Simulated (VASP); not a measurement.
# Sb (Fd-3m) in VASP: notebook

Sb is run at these levels: PBE; tasks: single point.

All numbers are computed with VASP 6.6.1; they aren't measurements. Logs are shortened: lines on timing, memory, paths and dates and some standing lists are left out, and cuts for length are marked.

### 1 The cell of the first run

The structure is cubic, space group Fd-3m (No. 227). The conventional cell has a = 6.988 Å, b = 6.988 Å, c = 6.988 Å, α = 90.00°, β = 90.00°, γ = 90.00°. Sb (site symmetry -43m) has 4 Sb at 3.03 Å within 4.0 Å.

### 2 Single point, PBE

The input, INCAR:

```
SYSTEM = Sb
ALGO     = Normal         ! electronic algorithm
EDIFF    = 1E-6           ! SCF threshold, eV
ENCUT    = 500            ! plane-wave cutoff, eV
GGA      = PE             ! functional
GGA_COMPAT= .False.      
ISIF     = 2              ! what is computed and relaxed
ISMEAR   = -1             ! smearing method
LASPH    = .True.         ! aspherical terms in the spheres
LCHARG   = .True.         ! write CHGCAR
LELF     = .True.         ! ELF
LREAL    = .False.        ! projectors in reciprocal space
LVHAR    = .True.       
LWAVE    = .False.        ! write WAVECAR
NBANDS   = 12             ! bands
NELM     = 120            ! most SCF steps
PREC     = Accurate       ! precision mode
SIGMA    = 0.08           ! smearing width, eV
```

The input, KPOINTS:

```
k-points
0
Gamma
  10 10 10
  0 0 0
```

The input, POSCAR:

```
Sb
1.0
    0.0000000000      3.4940310073      3.4940310073
    3.4940310073      0.0000000000      3.4940310073
    3.4940310073      3.4940310073      0.0000000000
Sb
2
Direct
   -0.1250000000     -0.1250000000     -0.1250000000
    0.1250000000      0.1250000000      0.1250000000
```

Potentials or basis: VASP PAW PBE potentials, release 64 (Sb).

The run is started by

```console
cat potpaw_PBE.64/Sb/POTCAR > POTCAR
mpirun -np 1 vasp_std > vasp.out
```

OUTCAR:

```text
SYSTEM = Sb
   EDIFF = 1E-6
   ENCUT = 500
   GGA = PE
   ISIF = 2
   ISMEAR = -1
   LASPH = .True.
   LREAL = .False.
   NELM = 120
   PREC = Accurate

 ion  position               nearest neighbor table
   1  0.875  0.875  0.875-   2 3.03   2 3.03   2 3.03   2 3.03
   2  0.125  0.125  0.125-   1 3.03   1 3.03   1 3.03   1 3.03

  LATTYP: Found a face centered cubic cell.
 ALAT       =     6.9880620146

  Lattice vectors:

 A1 = (   0.0000000000,   3.4940310073,   3.4940310073)
 A2 = (   3.4940310073,   0.0000000000,   3.4940310073)
 A3 = (   3.4940310073,   3.4940310073,   0.0000000000)

Analysis of symmetry for initial positions (statically):
=====================================================================
 Subroutine PRICEL returns:
 Original cell was already a primitive cell.

 Routine SETGRP: Setting up the symmetry group for a
 face centered cubic supercell.

 Subroutine GETGRP returns: Found 48 space group operations
 (whereof 12 operations were pure point group operations)
 out of a pool of 48 trial point group operations.

The static configuration has the point symmetry D_3d.
 The point group associated with its full space group is O_h .

Analysis of symmetry for dynamics (positions and initial velocities):
=====================================================================
 Subroutine PRICEL returns:
 Original cell was already a primitive cell.

 Routine SETGRP: Setting up the symmetry group for a
 face centered cubic supercell.

 Subroutine GETGRP returns: Found 48 space group operations
 (whereof 12 operations were pure point group operations)
 out of a pool of 48 trial point group operations.

The dynamic configuration has the point symmetry D_3d.
 The point group associated with its full space group is O_h .

 Subroutine INISYM returns: Found 48 space group operations
 (whereof 12 operations are pure point group operations),
 and found     1 'primitive' translations

----------------------------------------------------------------------------------------

                                     Primitive cell

  volume of cell :      85.3120

  direct lattice vectors                    reciprocal lattice vectors
     0.000000000  3.494031007  3.494031007    -0.143101191  0.143101191  0.143101191
     3.494031007  0.000000000  3.494031007     0.143101191 -0.143101191  0.143101191
     3.494031007  3.494031007  0.000000000     0.143101191  0.143101191 -0.143101191

  length of vectors
     4.941306038  4.941306038  4.941306038     0.247858534  0.247858534  0.247858534

  position of ions in fractional coordinates (direct lattice)
     0.875000000  0.875000000  0.875000000
     0.125000000  0.125000000  0.125000000

  ion indices of the primitive-cell ions
   primitive index   ion index
                 1           1
                 2           2

----------------------------------------------------------------------------------------

 KPOINTS: k-points

Automatic generation of k-mesh.
 Grid dimensions read from file:
 generate k-points for:   10   10   10

 Generating k-lattice:

  Cartesian coordinates                     Fractional coordinates (reciprocal lattice)
    -0.014310119  0.014310119  0.014310119     0.100000000  0.000000000  0.000000000
     0.014310119 -0.014310119  0.014310119     0.000000000  0.100000000  0.000000000
     0.014310119  0.014310119 -0.014310119     0.000000000  0.000000000  0.100000000

  Length of vectors
     0.024785853  0.024785853  0.024785853

  Shift w.r.t. Gamma in fractional coordinates (k-lattice)
     0.000000000  0.000000000  0.000000000

 Subroutine IBZKPT returns following result:
 ===========================================

 Found     47 irreducible k-points:

 Following reciprocal coordinates:
            Coordinates               Weight
  0.000000  0.000000  0.000000      1.000000
  0.100000  0.000000  0.000000      8.000000
  0.200000  0.000000  0.000000      8.000000
  0.300000  0.000000  0.000000      8.000000
  0.400000  0.000000  0.000000      8.000000
  0.500000  0.000000  0.000000      4.000000
[... 16 lines left out ...]
  0.300000  0.300000  0.000000      6.000000
  0.400000  0.300000  0.000000     24.000000
 [... further k-points ...]
   k-points           NKPTS =     47   k-points in BZ     NKDIM =     47   number of bands    NBANDS=     12
   number of dos      NEDOS =    301   number of ions     NIONS =      2
   total plane-waves  NPLWV =  46656
   dimension x,y,z NGX =    36 NGY =   36 NGZ =   36
   dimension x,y,z NGXF=    72 NGYF=   72 NGZF=   72
   ions per type =               2
   NGX,Y,Z   is equivalent  to a cutoff of  12.11, 12.11, 12.11 a.u.
   NGXF,Y,Z  is equivalent  to a cutoff of  24.22, 24.22, 24.22 a.u.
 SYSTEM =  Sb
   PREC   = accura    normal or accurate (medium, high low for compatibility)
   ISTART =      0    job   : 0-new  1-cont  2-samecut
   ICHARG =      2    charge: 1-file 2-atom 10-const
   ISPIN  =      1    spin polarized calculation?
   LNONCOLLINEAR =      F non collinear calculations
   LSORBIT =      F    spin-orbit coupling
   LASPH  =      T    aspherical Exc in radial PAW
   ENCUT  =  500.0 eV  36.75 Ry    6.06 a.u.   9.01  9.01  9.01*2*pi/ulx,y,z
   NELM   =    120;   NELMIN=  2; NELMDL= -5     # of ELM steps
   EDIFF  = 0.1E-05   stopping-criterion for ELM
   LREAL  =      F    real-space projection
   EDIFFG = 0.1E-04   stopping-criterion for IOM
   NSW    =      0    number of steps for IOM
   IBRION =     -1    ionic relax: 0-MD 1-quasi-New 2-CG
   NFREE  =      0    steps in history (QN), initial steepest desc. (CG)
   ISIF   =      2    stress and relaxation
   ISYM   =      2    0-nonsym 1-usesym 2-fastsym
   POTIM  = 0.5000    time-step for ionic-motion
   TEBEG  =    0.0;   TEEND  =   0.0 temperature during run
   PSTRESS=    0.0 pullay stress
   NELECT =      10.0000    total number of electrons
   NUPDOWN=      -1.0000    fix difference up-down
   EMIN   =  10.00;   EMAX   =-10.00  energy-range for DOS
   EFERMI =   0.00;   METHOD = LEGACY
   ISMEAR =    -1;   SIGMA  =   0.08  broadening in eV -4-tet -1-fermi 0-gaus
   EFERMI_NEDOS =   21; number of points for ismear=-14 and -15
   IALGO  =     38    algorithm
   IMIX   =      4    mixing-type and parameters
     AMIX     =   0.40;   BMIX     =  1.00
     AMIX_MAG =   1.60;   BMIX_MAG =  1.00
  volume/ion in A,a.u.               =      42.66       287.86
  Fermi-wavevector in a.u.,A,eV,Ry     =   0.801195  1.514038  8.733756  0.641913
  Thomas-Fermi vector in A             =   1.908635
   LORBIT       =      0    0 simple, 1 ext, 2 COOP (PROOUT), +10 PAW based schemes
   GGA     = PE    functional components
   LHFCALC =     F    Hartree Fock is set to
   AEXX    =    0.0000 exact exchange contribution
   IVDW    =     0    specifies the selected vdW correction
   LEPSILON=     F    determine dielectric tensor
   LRPA    =     F    only Hartree local field effects (RPA)
 non-spin polarized calculation
  energy-cutoff  :      500.00
  volume of cell :       85.31
 maximum number of plane-waves:      2200
   NGX = 17   NGY = 17   NGZ = 17

 number of electron      10.0000000 magnetization

 Free energy of the ion-electron system (eV)
  ---------------------------------------------------
  ext. energy  EPLUGINS =         0.00000000
  ---------------------------------------------------
  free energy    TOTEN  =        -7.67389076 eV

  energy without entropy =       -7.64490706  energy(sigma->0) =       -7.65939891

 E-fermi :   3.8390     XC(G=0):  -7.8623

 val. band max:        3.8022344805   @ k =   0.2000   0.2000   0.0000
 cond. band min:       3.8970578250   @ k =   0.3000   0.2000   0.0000
 fundamental gap:      0.0948233445
 Fermi energy:         3.8389649576

 k-point     1 :       0.0000    0.0000    0.0000
  band No.  band energies     occupation
      1      -7.5583      2.00000
      2      -1.5096      2.00000
      3       2.1177      2.00000
      4       2.1177      2.00000
      5       2.1177      2.00000
      6       4.4003      0.00179
      7       4.4003      0.00179
      8       4.4003      0.00179
      9       7.8296      0.00000
     10      10.2174      0.00000
     11      10.2174      0.00000
     12      11.4122      0.00000

 k-point     2 :       0.1000    0.0000    0.0000
  band No.  band energies     occupation
      1      -7.4903      2.00000
      2      -1.7958      2.00000
      3       2.0116      2.00000
      4       2.0116      2.00000
      5       2.1313      2.00000
      6       4.5548      0.00026
      7       4.5548      0.00026
      8       4.5771      0.00020
      9       8.1683      0.00000
     10       9.9032      0.00000
     11       9.9032      0.00000
     12      11.1425      0.00000

 k-point     3 :       0.2000    0.0000    0.0000
  band No.  band energies     occupation
      1      -7.2932      2.00000
      2      -2.4678      2.00000
      3       1.7829      2.00000
      4       1.7829      2.00000
      5       2.0448      2.00000
      6       4.8941      0.00000
      7       4.8941      0.00000
      8       5.1914      0.00000
      9       8.8831      0.00000
     10       9.6143      0.00000
     11       9.6143      0.00000
     12      10.8747      0.00000
[... 286 lines left out ...]
 k-point    23 :       0.3000    0.3000    0.0000
  band No.  band energies     occupation
      1      -6.7538      2.00000
      2      -3.6364      2.00000
      3       0.9013      2.00000
      4       0.9013      2.00000
      5       3.4965      1.97271
      6       3.5517      1.94633
      7       6.6562      0.00000
      8       6.6562      0.00000
      9       8.2993      0.00000
     10      10.6129      0.00000
     11      11.1402      0.00000
     12      13.2690      0.00000

 k-point    24 :       0.4000    0.3000    0.0000
  band No.  band energies     occupation
      1      -6.4456      2.00000
      2      -4.1471      2.00000
      3       0.6126      2.00000
      4       0.7692      2.00000
      5       3.4874      1.97562
      6       3.7955      1.26506
      7       6.9075      0.00000
      8       7.0152      0.00000
      9       8.8453      0.00000
     10      10.7553      0.00000
     11      11.4669      0.00000
     12      12.7965      0.00000

 [... further k-points ...]

------------------------ aborting loop because EDIFF is reached ----------------------------------------

  FORCE on cell =-STRESS in cart. coord.  units (eV):
  Direction    XX          YY          ZZ          XY          YZ          ZX
  --------------------------------------------------------------------------------------
  -------------------------------------------------------------------------------------
  Total        0.0085521      0.0085521      0.0085521      0.0000000      0.0000000     -0.0000000
  in kB        0.1606100      0.1606100      0.1606100      0.0000000      0.0000000     -0.0000000
  external PRESSURE =       0.1606100 kB  Pullay stress =       0.0000000 kB

 VOLUME and BASIS-vectors are now :
 -----------------------------------------------------------------------------
  energy-cutoff  :      500.00
  volume of cell :       85.31
      direct lattice vectors                 reciprocal lattice vectors
     0.000000000  3.494031007  3.494031007    -0.143101191  0.143101191  0.143101191
     3.494031007  0.000000000  3.494031007     0.143101191 -0.143101191  0.143101191
     3.494031007  3.494031007  0.000000000     0.143101191  0.143101191 -0.143101191

 POSITION                                       TOTAL-FORCE (eV/Angst)
 -----------------------------------------------------------------------------------
      6.11455      6.11455      6.11455         0.000000      0.000000     -0.000000
      0.87351      0.87351      0.87351        -0.000000     -0.000000      0.000000
 -----------------------------------------------------------------------------------
    total drift:                               -0.000000      0.000000      0.000000

  FREE ENERGIE OF THE ION-ELECTRON SYSTEM (eV)
  ---------------------------------------------------
  free  energy   TOTEN  =        -7.6738907630 eV

  energy  without entropy=       -7.6449070558  energy(sigma->0) =       -7.65939891
```

Wall time 19 s (1 thread of AMD EPYC 9R45 (Zen 5), shared host); peak memory 0.18 GiB.

Results:

- Free energy: -7.6739 eV
- Pressure: 0.0 GPa
- Band gap on the k mesh: zero (band 5 reaches 4.47 eV, above the bottom of band 6 at 3.42 eV)

Caveat: spin-orbit coupling is left out, which moves the levels of the heavy elements.

### 3 Single point, PBE

The input, INCAR:

```
  ALGO = Normal
  EDIFF = 1E-6
  ENCUT = 500
  GGA = PE
  GGA_COMPAT = False
  ISIF = 2
  ISMEAR = -1
  LASPH = True
  LCHARG = True
  LELF = True
  LREAL = False
  LVHAR = True
  LWAVE = False
  NBANDS = 12
  NELM = 120
  PREC = Accurate
  SIGMA = 0.08
```

The input, KPOINTS:

```
k-points
0
Gamma
  10 10 10
```

The input, POSCAR:

```
Sb
1.0
    0.0000000000      3.4940310074      3.4940310074
    3.4940310074      0.0000000000      3.4940310074
    3.4940310074      3.4940310074      0.0000000000
Sb
2
Direct
   -0.1250000000     -0.1250000000     -0.1250000000
    0.1250000000      0.1250000000      0.1250000000
```

Potentials or basis: VASP PAW PBE potentials, release 64 (Sb).

The run is started by

```console
cat potpaw_PBE.64/Sb/POTCAR > POTCAR
mpirun -np 1 vasp_std > vasp.out
```

It took 21 s on 1 thread of AMD EPYC 9R45 (Zen 5), shared host; peak memory 0.18 GiB.

Results (log left out):

| Property | Result |
| --- | --- |
| Free energy | -7.6739 eV |
| Pressure | 0.0 GPa |
| Band gap on the k mesh | zero (band 5 reaches 4.47 eV, above the bottom of band 6 at 3.42 eV) |

Levels at points of the mesh, in eV from the Fermi level:
| k point | band 3 | band 4 | band 5 | band 6 | band 7 | band 8 |
| --- | --- | --- | --- | --- | --- | --- |
| (0.00, 0.00, 0.00) | -1.72 | -1.72 | -1.72 | 0.56 | 0.56 | 0.56 |
| (0.50, 0.00, 0.00) | -2.48 | -2.48 | -2.18 | 1.60 | 1.60 | 3.99 |
| (0.50, 0.50, 0.00) | -3.32 | -3.32 | -0.41 | -0.41 | 4.17 | 4.17 |

Caveat: spin-orbit coupling is left out, which moves the levels of the heavy elements.
